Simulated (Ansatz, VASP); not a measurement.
Two plane-wave programs on BN

Contents of POSCAR:

```
BN
1.0
    0.0000000000      1.7333067792      1.7333067792
    1.7333067792      0.0000000000      1.7333067792
    1.7333067792      1.7333067792      0.0000000000
B N
1 1
Direct
    0.0000000000      0.0000000000      0.0000000000
    0.5000000000      0.5000000000      0.5000000000
```

INCAR.step1

```
PREC = Accurate ; ENCUT = 520
EDIFF = 1E-5 ; ISMEAR = 0
SIGMA = 0.05 ; LREAL = F
LASPH = T ; NELM = 120
ALGO = Normal ; ISIF = 2
LWAVE = T ; LCHARG = F
NBANDS = 11 ; GGA = PE
GGA_COMPAT = F
```

INCAR.step2

```
PREC = Accurate ; ENCUT = 520
EDIFF = 1E-6 ; ISMEAR = 0
SIGMA = 0.05 ; LREAL = F
LASPH = T ; NELM = 120
ALGO = Normal ; ISIF = 2
LWAVE = F ; LCHARG = F
GGA = PE ; LHFCALC = T
HFSCREEN = 0.2079 ; PRECFOCK = Normal
NBANDS = 11 ; ISTART = 1
GGA_COMPAT = F
```

The input KPOINTS:

```
Automatic mesh
0
Gamma
  8 8 8
```

Input for Ansatz:

```yaml
crystal:
  lattice:
    - [0.0, 1.7333067792, 1.7333067792]
    - [1.7333067792, 0.0, 1.7333067792]
    - [1.7333067792, 1.7333067792, 0.0]
  atoms:
    - { symbol: B, position: [0.0, 0.0, 0.0] }
    - { symbol: "N", position: [0.5, 0.5, 0.5] }
basis:
  ecutwfc: 420
kpoints:
  mp_grid: { grid: [8, 8, 8] }
hamiltonian:
  xc: hse06
scf:
  occupations: { method: gaussian, width: 0.05 }
output:
  forces: true
  stress: true
  eigenvalues: true
```

Alike in both runs: task single point; functional HSE06; k mesh 8 × 8 × 8; occupations gaussian, width 0.05 eV; no spin polarisation.

|  | VASP | Ansatz |
| --- | --- | --- |
| version | VASP 6.6.1 | Ansatz 0.2.0 |
| potentials or method | VASP PAW PBE potentials, release 64 (B, N), cutoff 520 eV | scalar-relativistic, plane waves, PAW |
| valence electrons in the cell | 8 | 8 |

Ansatz gave:

* gap on the k mesh at the Fermi level (eV): 2.52
* least direct gap on the mesh (eV): 7.34
* pressure (GPa): 0.5

Problem. Estimate VASP's values.

Solution. gap on the k mesh at the Fermi level (eV): 2.51; least direct gap on the mesh (eV): 7.33; pressure (GPa): 0.8.

The functional is the same, so the differences come from potentials, cutoffs and numerics. Ansatz's warnings: stress exchange threshold loose, stress scf threshold loose.
